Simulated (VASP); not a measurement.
Wanted: the native input for a VASP 6.6.1 run.

```
Task                   : single point
Functional             : LDA
Potentials or basis    : VASP PAW LDA potentials, release 64 (La, P, I)
Cutoff                 : 520 eV
k mesh                 : 6 × 6 × 2
Occupations            : fermi-dirac, width 0.1 eV
Spin                   : no spin polarisation
Dipole correction      : no
Further INCAR settings : ALGO = Normal; EDIFF = 1e-07; NBANDS = 28
```

The structure of La2PI2 lies in POSCAR:

```
La2PI2
1.0
    4.3405848100      0.0000000000      0.0000000000
   -2.1702924000      3.7590567100      0.0000000000
    0.0000000000      0.0000000000     11.0718334200
La P I
2 1 2
Direct
    0.3333333333      0.6666666667      0.8545890200
    0.6666666667      0.3333333333      0.1454109800
    0.0000000000      0.0000000000      0.0000000000
    0.6666666667      0.3333333333      0.6616501300
    0.3333333333      0.6666666667      0.3383498700
```

One way to write it, as run:

INCAR

```
PREC = Accurate
ENCUT = 520
EDIFF = 1E-7
ISMEAR = -1
SIGMA = 0.1
LREAL = False
LASPH = True
NELM = 60
ALGO = Normal
ISIF = 2
LWAVE = False
LCHARG = False
GGA = CA
NBANDS = 28
```

KPOINTS

```
regular mesh
0
Gamma
  6 6 2
```

Potentials or basis: VASP PAW LDA potentials, release 64 (La, P, I).

The run is started by

```console
$ cat potpaw_LDA.64/La/POTCAR potpaw_LDA.64/P/POTCAR potpaw_LDA.64/I/POTCAR > POTCAR
$ mpirun -np 1 vasp_std > vasp.out
```

Results of the run:

The pressure is -3.0 GPa and the largest force is 0.325 eV/Å.

Caveat: an odd number of electrons without spin polarisation forces a metal; a magnetic or distorted state may lie lower.

It took 3.4 min on 1 thread of AMD EPYC 7R13, with other jobs on the host, peak memory 0.25 GiB.
